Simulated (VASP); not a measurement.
Input of a VASP 6.6.1 run:

INCAR

```
SYSTEM = AlGa3As4
PREC = Accurate ; ENCUT = 520
EDIFF = 1E-7 ; ISMEAR = 0
SIGMA = 0.1 ; LREAL = .FALSE.
LASPH = .TRUE. ; NELM = 80
ALGO = Normal ; ISIF = 2
LWAVE = .FALSE. ; LCHARG = .FALSE.
GGA = PE ; NBANDS = 41
```

Contents of KPOINTS:

```
Automatic mesh
0
G
  2 2 2
  0 0 0
```

Contents of POSCAR:

```
AlGa3As4
1.0
    5.7440067482     -0.0000303049     -0.0000232082
   -0.0000287960      5.7439841189      0.0001351783
   -0.0000182073      0.0001280182      5.7442102068
Al Ga As
1 3 4
Direct
    0.4998701869      0.5000290900      0.4999788106
    0.5001404675      0.0000526016     -0.0001790263
    0.0001043239     -0.0000655606      0.5000230660
   -0.0001051698      0.4999697294      0.0001732598
    0.7491453079      0.2510284912      0.7489392038
    0.7489822038      0.7491350846      0.2509805977
    0.2509888882      0.2508406555      0.2508620189
    0.2508737917      0.7490099085      0.7492220694
```

Potentials or basis: VASP PAW PBE potentials, release 64 (Al, Ga_d, As).

The run is started by

```console
$ cat potpaw_PBE.64/Al/POTCAR potpaw_PBE.64/Ga_d/POTCAR potpaw_PBE.64/As/POTCAR > POTCAR
$ mpirun -np 1 vasp_std > vasp.out
```

Task: Estimate the pressure.

Result: 0.2 GPa.

Task: Estimate the largest force.

Result: 0.004 eV/Å.

Task: Predict the band gap on the k mesh.

Result: 0.52 eV.

Forces on the atoms (eV/Å):
```
Al   0.001  0.000  0.001
Ga  -0.002  0.000  0.002
Ga  -0.001  0.001 -0.001
Ga   0.001  0.000 -0.001
As  -0.001  0.000 -0.001
As   0.000 -0.002  0.001
As   0.001  0.002  0.002
As   0.002 -0.002 -0.003
```

Caveat: the k points lie up to 0.55 Å⁻¹ apart. A k mesh can miss the band edges.
